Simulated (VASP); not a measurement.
# KF: single point with PBE

KF:

```
CELL_PARAMETERS angstrom
0.65168 3.03587 3.03587
3.03587 0.65168 3.03587
3.03587 3.03587 0.65168
ATOMIC_POSITIONS crystal
K 0.00000 0.00000 0.00000
F 0.50000 0.50000 0.50000
```

This cell differs from its parent crystal: ratio of the length along [111] to the lengths across it x 1.41, volume and fractional coordinates fixed.

```
Program                : VASP 6.6.1
Task                   : single point
Functional             : PBE
Potentials or basis    : VASP PAW PBE potentials, release 64 (K_sv, F)
Cutoff                 : 520 eV
k mesh                 : 8 × 8 × 8
Occupations            : gaussian, width 0.05 eV
Spin                   : no spin polarisation
Dipole correction      : no
Further INCAR settings : ALGO = Normal; EDIFF = 1e-06; NBANDS = 15
```

```json
{
  "Pressure": "-0.3 GPa",
  "Band gap on the k mesh": "5.12 eV, direct"
}
```

Stress tensor (GPa, compression positive):
```
-0.34 -5.81 -5.81
-5.81 -0.34 -5.81
-5.81 -5.81 -0.34
```

Levels at points of the mesh, in eV from the valence-band top:
| k point | band 4 | band 5 | band 6 | band 7 | band 8 | band 9 | band 10 | band 11 | band 12 | band 13 |
| --- | --- | --- | --- | --- | --- | --- | --- | --- | --- | --- |
| (0.00, 0.00, 0.00) | -10.50 | -10.50 | -0.55 | 0.00 | 0.00 | 5.12 | 8.60 | 10.14 | 10.14 | 12.30 |
| (0.50, 0.00, 0.00) | -10.70 | -10.49 | -1.15 | -0.94 | -0.31 | 7.66 | 10.30 | 10.50 | 12.19 | 12.32 |
| (0.50, 0.50, 0.00) | -10.73 | -10.61 | -0.72 | -0.51 | -0.15 | 7.01 | 8.98 | 11.35 | 12.04 | 12.16 |
| (0.50, 0.50, 0.50) | -10.50 | -10.50 | -1.19 | -0.11 | -0.11 | 6.84 | 9.34 | 10.50 | 10.50 | 13.19 |

It took 33 s on 1 thread of Intel(R) Xeon(R) Platinum 8488C (Sapphire Rapids) (shared host), peak memory 0.19 GiB.

 A k mesh can miss the band edges.
